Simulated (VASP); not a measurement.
Write the native input for VASP 6.6.1 that does the following.

| Item | Value |
| --- | --- |
| Task | single point |
| Functional | LDA |
| Potentials or basis | VASP PAW LDA potentials, release 64 (Au) |
| Cutoff | 520 eV |
| k mesh | 19 × 19 × 19 |
| Occupations | fermi-dirac, width 0.05 eV |
| Spin | no spin polarisation |
| Dipole correction | no |
| Further INCAR settings | ALGO = Normal; EDIFF = 1e-06; NBANDS = 12 |

The structure of Au lies in POSCAR:

```
Au
1.0
   -1.4335760051      1.4335760051      1.4335760051
    1.4335760051     -1.4335760051      1.4335760051
    1.4335760051      1.4335760051     -1.4335760051
Au
1
Direct
    0.0000000000      0.0000000000      0.0000000000
```

The input as run:

INCAR

```
PREC     = Accurate       # precision mode
ENCUT    = 520            # plane-wave cutoff, eV
EDIFF    = 1E-6           # SCF threshold, eV
ISMEAR   = -1             # smearing method
SIGMA    = 0.05           # smearing width, eV
LREAL    = F              # projectors in reciprocal space
LASPH    = T              # aspherical terms in the spheres
NELM     = 80             # most SCF steps
ALGO     = Normal         # electronic algorithm
ISIF     = 2              # what is computed and relaxed
LWAVE    = F              # write WAVECAR
LCHARG   = F              # write CHGCAR
NBANDS   = 12             # bands
```

KPOINTS

```
regular mesh
0
Gamma
  19 19 19
```

Potentials or basis: VASP PAW LDA potentials, release 64 (Au).

Launch:

```sh
$ cat potpaw_LDA.64/Au/POTCAR > POTCAR
$ mpirun -np 1 vasp_std > vasp.out
```

Results of the run:

```
Pressure : 172.9 GPa
```

It took 16 s on 1 thread of Intel(R) Xeon(R) Platinum 8375C CPU @ 2.90GHz (Ice Lake), with other jobs on the host, peak memory 0.14 GiB.
